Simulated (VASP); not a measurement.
Input of a VASP 6.6.1 run:

The input INCAR:

```
PREC = Accurate
ENCUT = 520
EDIFF = 1E-6
ISMEAR = -1
SIGMA = 0.08
LREAL = False
LASPH = True
NELM = 80
ALGO = Normal
ISIF = 2
LWAVE = False
LCHARG = False
GGA = PS
NBANDS = 21
```

File KPOINTS:

```
regular mesh
0
Gamma
  15 15 8
```

The input POSCAR:

```
Ge
1.0
    2.9282773434      0.0000000000      0.0000000000
   -1.4641386717      2.5359625687      0.0000000000
    0.0000000000      0.0000000000      4.9592706845
Ge
2
Direct
    0.3333333333      0.6666666667      0.2500000000
    0.6666666667      0.3333333333      0.7500000000
```

Potentials or basis: VASP PAW PBE potentials, release 64 (Ge_d).

Run with:

```sh
$ cat potpaw_PBE.64/Ge_d/POTCAR > POTCAR
$ mpirun -np 1 vasp_std > vasp.out
```

(1) Estimate the band gap on the k mesh.

(2) What does it give for the pressure?

Results:

(1) zero (bands 14 and 15 overlap by 10.58 eV).

(2) -0.1 GPa.

Caveat: the PAW data sets were made with another functional, which shifts forces and pressure a little.
